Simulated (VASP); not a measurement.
Wanted: the native input for a VASP 6.6.1 run.

| Item | Value |
| --- | --- |
| Task | relaxation of cell and atoms |
| Functional | revPBE |
| Potentials or basis | VASP PAW PBE potentials, release 64 (Br, K_sv) |
| Cutoff | 600 eV |
| k mesh | 7 × 7 × 7 |
| Occupations | fermi-dirac, width 0.05 eV |
| Spin | no spin polarisation |
| Dipole correction | no |
| Further INCAR settings | ALGO = Normal; EDIFF = 1e-07; IBRION = 2; EDIFFG = -0.005; NSW = 80; ISIF = 3 |

The structure of KBr lies in POSCAR:

```
KBr
1.0
    0.0000000000      3.3000000000      3.3000000000
    3.3000000000      0.0000000000      3.3000000000
    3.3000000000      3.3000000000      0.0000000000
Br K
1 1
Direct
    0.5000000000      0.5000000000      0.5000000000
    0.0000000000      0.0000000000      0.0000000000
```

The input as run:

INCAR

```
SYSTEM = KBr
ALGO = Normal
EDIFF = 1E-7
EDIFFG = -0.005
ENCUT = 600
GGA = RE
IBRION = 2
ISIF = 3
ISMEAR = -1
LASPH = .True.
LCHARG = .False.
LREAL = .False.
LWAVE = .False.
NELM = 100
NSW = 80
PREC = Accurate
SIGMA = 0.05
```

KPOINTS

```
k-points
0
Gamma
  7 7 7
  0 0 0
```

Potentials or basis: VASP PAW PBE potentials, release 64 (Br, K_sv).

Launch:

```console
$ cat potpaw_PBE.64/Br/POTCAR potpaw_PBE.64/K_sv/POTCAR > POTCAR
$ mpirun -np 1 vasp_std > vasp.out
```

Results of the run:

The relaxed volume is 41.00 Å³/atom, the relaxed cell is a = 4.877 Å, b = 4.877 Å, c = 4.877 Å, α = 60.00°, β = 60.00°, γ = 60.00° and the space group after relaxing (to 0.05 Å) is Fm-3m (No. 225). The energy gained by relaxing is 26.6 meV/atom, the ionic steps are 5 and the pressure after relaxing is 0.0 GPa. The band gap on the k mesh is 4.40 eV, direct.

Caveat: the PAW data sets were made with another functional, which shifts forces and pressure a little; the volume moved by +14 % from the deposited cell, more than functionals usually miss.

Run time: 2.3 min on 1 thread of Intel Xeon 6975P-C, on a shared host, peak memory 0.26 GiB.
